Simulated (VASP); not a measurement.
Runs of VASP 6.6.1 on BaHg. The structure is that of space group Pm-3m (No. 221), or close to it. The cells are those of the table. 

| cell | gap on the mesh (eV) | pressure (GPa) |
| --- | --- | --- |
| a = 4.064 Å, 2 atoms | none | -0.3 |
| a = 4.122 Å, 2 atoms | none | -1.6 |
| a = 4.234 Å, 2 atoms | none | (a) |
| a = 4.179 Å, 2 atoms | none | -2.5 |
| a = 4.287 Å, 2 atoms | none | (b) |

Alike in all rows: task single point; level LDA; potentials or basis VASP PAW LDA potentials, release 64 (Ba_sv, Hg); no spin polarisation; k mesh 7 × 7 × 7; cutoff (eV) 520; smearing methfessel-paxton 0.05 eV.

Task: Fill in the values left out.

Result: (a) -3.3; (b) -3.8.

Caveats: spin-orbit coupling is left out, which moves the levels of the heavy elements; the cell stands under tension (at least some runs).

A k mesh can miss the band edges, and the runs leave out spin-orbit coupling on Ba, Hg.

A gap of «none» marks levels without a gap at the run's occupations.
